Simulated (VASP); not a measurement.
Input of a VASP 6.6.1 run:

File POSCAR:

```
Li2Se
1.0
    0.0000000000      3.0126017800      3.0126017800
    3.0126017800      0.0000000000      3.0126017800
    3.0126017800      3.0126017800      0.0000000000
Li Se
2 1
Direct
    0.2500000000      0.2500000000      0.2500000000
    0.7500000000      0.7500000000      0.7500000000
    0.0000000000      0.0000000000      0.0000000000
```

Contents of INCAR.step1:

```
SYSTEM = Li2Se
  PREC = Accurate
  ENCUT = 720
  ISMEAR = -1
  SIGMA = 0.02
  LREAL = .False.
  LASPH = .True.
  NELM = 120
  GGA = PE
  ALGO = Normal
  EDIFF = 1E-5
  LWAVE = .True.
  LCHARG = .False.
  GGA_COMPAT = .False.
  IBRION = 2
  EDIFFG = -0.01
  NELMIN = 4
  NSW = 100
```

INCAR.step2

```
SYSTEM = Li2Se
  PREC = Accurate
  ENCUT = 720
  EDIFF = 1E-7
  ISMEAR = -1
  SIGMA = 0.02
  LREAL = .False.
  LASPH = .True.
  NELM = 120
  ALGO = Normal
  ISIF = 2
  LWAVE = .False.
  LCHARG = .False.
  METAGGA = R2SCAN
  LMIXTAU = .True.
  IBRION = 2
  NSW = 50
  EDIFFG = -0.01
  ISTART = 1
  GGA_COMPAT = .False.
  NELMIN = 4
```

The input KPOINTS:

```
Automatic mesh
0
Gamma
  8 8 8
  0 0 0
```

Potentials or basis: VASP PAW PBE potentials, release 64 (Li_sv, Se).

Run with:

```bash
$ cat potpaw_PBE.64/Li_sv/POTCAR potpaw_PBE.64/Se/POTCAR > POTCAR
$ cp INCAR.step1 INCAR
$ mpirun -np 1 vasp_std > vasp.out
$ cp INCAR.step2 INCAR
$ mpirun -np 1 vasp_std > vasp.out
```

Question: Predict the band gap on the k mesh.

Answer: 3.47 eV (least direct gap 4.09 eV).

Final structure:
```
CELL_PARAMETERS angstrom
0.00000 3.01260 3.01260
3.01260 0.00000 3.01260
3.01260 3.01260 0.00000
ATOMIC_POSITIONS crystal
Li 0.25000 0.25000 0.25000
Li 0.75000 0.75000 0.75000
Se 0.00000 0.00000 0.00000
```

Caveat: the relaxation stopped at its first step, so nothing moved; the PAW data sets were made with another functional, which shifts forces and pressure a little. r2SCAN opens gaps a little over a GGA but as a rule still falls short of measured ones.
